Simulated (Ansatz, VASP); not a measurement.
# ZrC in VASP and in Ansatz

```xyz
2
Lattice="0.0000 2.2797 2.2797 2.2797 0.0000 2.2797 2.2797 2.2797 0.0000" Properties=species:S:1:pos:R:3 pbc="T T T"
Zr    2.2797    2.2797    2.2797
C     0.0000    0.0000    0.0000
```

Change from the starting cell: strain -0.030 along x and y, -0.030 along z, atoms carried along.

Alike in both runs: task single point; functional PBE; k mesh 18 × 18 × 18; occupations gaussian, width 0.15 eV; no spin polarisation.

|  | VASP | Ansatz |
| --- | --- | --- |
| version | VASP 6.6.1 | Ansatz 0.2.0 |
| potentials or method | VASP PAW PBE potentials, release 64 (Zr_sv, C), cutoff 520 eV | scalar-relativistic, plane waves, PAW |
| valence electrons in the cell | 16 | 16 |

|  | VASP | Ansatz | Ansatz less VASP |
| --- | --- | --- | --- |
| gap on the k mesh at the Fermi level (eV) | none | none | - |
| pressure (GPa) | 26.4 | 26.1 | -0.31 |

A gap of «none» marks a metal or a gap that the smearing closes.
